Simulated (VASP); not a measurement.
# WC (P-6m2) in VASP: single point with PBEsol

Aim: the single point of WC with PBEsol.

All numbers are computed with VASP 6.6.1; they aren't measurements. Logs are shortened: lines on timing, memory, paths and dates and some standing lists are left out, and cuts for length are marked.

### 1 The cell of the first run

Symmetry: P-6m2, No. 187, hexagonal system. Conventional cell: a = 2.899 Å, b = 2.899 Å, c = 2.827 Å, α = 90.00°, β = 90.00°, γ = 120.00°. W (site symmetry -6m2) has 6 C at 2.19 Å and 8 W at 2.83 to 2.90 Å within 2.9 Å. Within 2.9 Å of C (site symmetry -6m2) lie 6 W at 2.19 Å and 8 C at 2.83 to 2.90 Å.

### 2 Single point, PBEsol

Contents of INCAR:

```
SYSTEM = WC
PREC = Accurate
ENCUT = 1300
EDIFF = 1E-6
ISMEAR = -1
SIGMA = 0.08
LREAL = .FALSE.
LASPH = .TRUE.
NELM = 120
ALGO = Normal
ISIF = 2
LWAVE = .FALSE.
LCHARG = .FALSE.
GGA = PS
NBANDS = 16
GGA_COMPAT = .FALSE.
```

Contents of KPOINTS:

```
Automatic mesh
0
G
  14 14 12
  0 0 0
```

Contents of POSCAR:

```
WC
1.0
    2.8987859516      0.0000000000      0.0000000000
   -1.4493929758      2.5104222742      0.0000000000
    0.0000000000      0.0000000000      2.8274216361
W C
1 1
Direct
    0.0000000000      0.0000000000      0.0000000000
    0.6666666667      0.3333333333      0.5000000000
```

Potentials or basis: VASP PAW PBE potentials, release 64 (W_sv, C_h).

On the command line:

```console
$ cat potpaw_PBE.64/W_sv/POTCAR potpaw_PBE.64/C_h/POTCAR > POTCAR
$ mpirun -np 1 vasp_std > vasp.out
```

OUTCAR:

```text
SYSTEM = WC
   PREC = Accurate
   ENCUT = 1300
   EDIFF = 1E-6
   ISMEAR = -1
   LREAL = .FALSE.
   LASPH = .TRUE.
   NELM = 120
   ISIF = 2
   GGA = PS

 ion  position               nearest neighbor table
   1  0.000  0.000  0.000-   2 2.19   2 2.19   2 2.19   2 2.19   2 2.19   2 2.19
   2  0.667  0.333  0.500-   1 2.19   1 2.19   1 2.19   1 2.19   1 2.19   1 2.19

  LATTYP: Found a hexagonal cell.
 ALAT       =     2.8987859516
 C/A-ratio  =     0.9753813090

  Lattice vectors:

 A1 = (   2.8987859516,   0.0000000000,   0.0000000000)
 A2 = (  -1.4493929758,   2.5104222742,   0.0000000000)
 A3 = (   0.0000000000,   0.0000000000,   2.8274216361)

Analysis of symmetry for initial positions (statically):
=====================================================================
 Subroutine PRICEL returns:
 Original cell was already a primitive cell.

 Routine SETGRP: Setting up the symmetry group for a
 hexagonal supercell.

 Subroutine GETGRP returns: Found 12 space group operations
 (whereof 12 operations were pure point group operations)
 out of a pool of 24 trial point group operations.

The static configuration has the point symmetry D_3h.

Analysis of symmetry for dynamics (positions and initial velocities):
=====================================================================
 Subroutine PRICEL returns:
 Original cell was already a primitive cell.

 Routine SETGRP: Setting up the symmetry group for a
 hexagonal supercell.

 Subroutine GETGRP returns: Found 12 space group operations
 (whereof 12 operations were pure point group operations)
 out of a pool of 24 trial point group operations.

The dynamic configuration has the point symmetry D_3h.

 Subroutine INISYM returns: Found 12 space group operations
 (whereof 12 operations are pure point group operations),
 and found     1 'primitive' translations

----------------------------------------------------------------------------------------

                                     Primitive cell

  volume of cell :      20.5756

  direct lattice vectors                    reciprocal lattice vectors
     2.898785952  0.000000000  0.000000000     0.344972004  0.199169680  0.000000000
    -1.449392976  2.510422274  0.000000000     0.000000000  0.398339359  0.000000000
     0.000000000  0.000000000  2.827421636     0.000000000  0.000000000  0.353679121

  length of vectors
     2.898785952  2.898785952  2.827421636     0.398339359  0.398339359  0.353679121

[... 79 lines left out ...]
   NELM   =    120;   NELMIN=  2; NELMDL= -5     # of ELM steps
   EDIFF  = 0.1E-05   stopping-criterion for ELM
   LREAL  =      F    real-space projection
   EDIFFG = 0.1E-04   stopping-criterion for IOM
   NSW    =      0    number of steps for IOM
   IBRION =     -1    ionic relax: 0-MD 1-quasi-New 2-CG
   NFREE  =      0    steps in history (QN), initial steepest desc. (CG)
   ISIF   =      2    stress and relaxation
   ISYM   =      2    0-nonsym 1-usesym 2-fastsym
   POTIM  = 0.5000    time-step for ionic-motion
   TEBEG  =    0.0;   TEEND  =   0.0 temperature during run
   PSTRESS=    0.0 pullay stress
   NELECT =      18.0000    total number of electrons
   NUPDOWN=      -1.0000    fix difference up-down
   EMIN   =  10.00;   EMAX   =-10.00  energy-range for DOS
   EFERMI =   0.00;   METHOD = LEGACY
   ISMEAR =    -1;   SIGMA  =   0.08  broadening in eV -4-tet -1-fermi 0-gaus
   EFERMI_NEDOS =   21; number of points for ismear=-14 and -15
   IALGO  =     38    algorithm
   IMIX   =      4    mixing-type and parameters
     AMIX     =   0.40;   BMIX     =  1.00
     AMIX_MAG =   1.60;   BMIX_MAG =  1.00
  volume/ion in A,a.u.               =      10.29        69.43
  Fermi-wavevector in a.u.,A,eV,Ry     =   1.565721  2.958784 33.354460  2.451484
  Thomas-Fermi vector in A             =   2.668156
   LORBIT       =      0    0 simple, 1 ext, 2 COOP (PROOUT), +10 PAW based schemes
   GGA     = PS    functional components
   LHFCALC =     F    Hartree Fock is set to
   AEXX    =    0.0000 exact exchange contribution
   IVDW    =     0    specifies the selected vdW correction
   LEPSILON=     F    determine dielectric tensor
   LRPA    =     F    only Hartree local field effects (RPA)
 non-spin polarized calculation
  energy-cutoff  :     1300.00
  volume of cell :       20.58
 maximum number of plane-waves:      2248
 NGX is ok and might be reduce to    36
   NGX = 17   NGY = 17   NGZ = 17

 number of electron      18.0000000 magnetization

 Free energy of the ion-electron system (eV)
  ---------------------------------------------------
  ext. energy  EPLUGINS =         0.00000000
  ---------------------------------------------------
  free energy    TOTEN  =       -23.90994440 eV

  energy without entropy =      -23.90335766  energy(sigma->0) =      -23.90665103

 E-fermi :  11.3804     XC(G=0): -14.0143

 val. band max:       11.3794127093   @ k =   0.4286   0.0714   0.5000
 cond. band min:      11.4491230440   @ k =   0.0714   0.0714   0.3333
 fundamental gap:      0.0697103347
 Fermi energy:        11.3803628101

 k-point     1 :       0.0000    0.0000    0.0000
  band No.  band energies     occupation
      1     -62.5266      2.00000
      2     -26.5127      2.00000
      3     -26.4075      2.00000
      4     -26.4075      2.00000
      5      -3.1066      2.00000
      6       7.0104      2.00000
[... 433 lines left out ...]
      3     -26.9254      2.00000
      4     -26.3830      2.00000
      5       1.0359      2.00000
      6       4.7203      2.00000
[... 8 lines left out ...]
     15      26.7200      0.00000
     16      27.7420      0.00000

 [... further k-points ...]

------------------------ aborting loop because EDIFF is reached ----------------------------------------

  FORCE on cell =-STRESS in cart. coord.  units (eV):
  Direction    XX          YY          ZZ          XY          YZ          ZX
  --------------------------------------------------------------------------------------
  -------------------------------------------------------------------------------------
  Total        0.1369899      0.1369899      0.1729251      0.0000000      0.0000000      0.0000000
  in kB       10.6670798     10.6670798     13.4652729      0.0000000      0.0000000      0.0000000
  external PRESSURE =      11.5998108 kB  Pullay stress =       0.0000000 kB

 VOLUME and BASIS-vectors are now :
 -----------------------------------------------------------------------------
  energy-cutoff  :     1300.00
  volume of cell :       20.58
      direct lattice vectors                 reciprocal lattice vectors
     2.898785952  0.000000000  0.000000000     0.344972004  0.199169680  0.000000000
    -1.449392976  2.510422274  0.000000000     0.000000000  0.398339359  0.000000000
     0.000000000  0.000000000  2.827421636     0.000000000  0.000000000  0.353679121

 POSITION                                       TOTAL-FORCE (eV/Angst)
 -----------------------------------------------------------------------------------
      0.00000      0.00000      0.00000         0.000000     -0.000000      0.000000
      1.44939      0.83681      1.41371        -0.000000      0.000000      0.000000
 -----------------------------------------------------------------------------------
    total drift:                               -0.000000      0.000000      0.000000

  FREE ENERGIE OF THE ION-ELECTRON SYSTEM (eV)
  ---------------------------------------------------
  free  energy   TOTEN  =       -23.9099444027 eV

  energy  without entropy=      -23.9033576602  energy(sigma->0) =      -23.90665103
```

OSZICAR:

```text
N       E                     dE             d eps       ncg     rms          rms(c)
DAV:   1     0.171608722942E+03    0.17161E+03   -0.16154E+04  5376   0.243E+03
DAV:   2    -0.201837983741E+02   -0.19179E+03   -0.18477E+03  6472   0.509E+02
DAV:   3    -0.267419313585E+02   -0.65581E+01   -0.64677E+01  6016   0.765E+01
DAV:   4    -0.267965741559E+02   -0.54643E-01   -0.54628E-01  7016   0.766E+00
DAV:   5    -0.267968896557E+02   -0.31550E-03   -0.31550E-03  6040   0.610E-01    0.336E+01
DAV:   6    -0.240055995866E+02    0.27913E+01   -0.51834E+00  7600   0.248E+01    0.937E+00
DAV:   7    -0.239424111624E+02    0.63188E-01   -0.38396E-01  5576   0.512E+00    0.630E+00
DAV:   8    -0.239109699151E+02    0.31441E-01   -0.67869E-02  6304   0.226E+00    0.880E-01
DAV:   9    -0.239100819765E+02    0.88794E-03   -0.25979E-03  5888   0.433E-01    0.108E-01
DAV:  10    -0.239099446548E+02    0.13732E-03   -0.32769E-04  6736   0.221E-01    0.262E-02
DAV:  11    -0.239099452607E+02   -0.60593E-06   -0.11996E-05  6152   0.366E-02    0.738E-03
DAV:  12    -0.239099444027E+02    0.85803E-06   -0.22621E-06  5320   0.135E-02
   1 F= -.23909944E+02 E0= -.23906651E+02  d E =-.658674E-02
```

It took 53 s on 1 thread of Intel Xeon 6975P-C (Granite Rapids), shared host; peak memory 0.38 GiB.

Results:

| Property | Result |
| --- | --- |
| Free energy | -23.9099 eV |
| Pressure | 1.2 GPa |
| Band gap on the k mesh | zero (bands 9 and 10 overlap by 1.27 eV) |

Stress tensor (GPa, compression positive):
```
1.07 0.00 0.00
0.00 1.07 0.00
0.00 0.00 1.35
```

Levels at points of the mesh, in eV from the Fermi level:
```
           k point  band 5  band 6  band 7  band 8  band 9  band 10  band 11  band 12  band 13  band 14
(0.00, 0.00, 0.00)  -14.49   -4.37   -3.36   -3.36    0.13     3.28     3.28     5.71     5.71     6.47
(0.50, 0.00, 0.00)  -11.09   -7.07   -3.64   -3.62   -0.44     2.37     4.59     4.97     6.93     9.76
(0.00, 0.00, 0.50)  -10.36   -8.72   -2.03   -2.03   -0.60    -0.60     3.75     4.56     4.56    10.03
(0.50, 0.00, 0.50)  -11.30   -6.51   -4.36   -4.19    0.32     4.50     5.40     6.75     9.32    10.24
```

Caveat: the PAW data sets were made with another functional, which shifts forces and pressure a little; spin-orbit coupling is left out, which moves the levels of the heavy elements.

The gap in the log of VASP goes by the Fermi energy; the results here count the filled bands.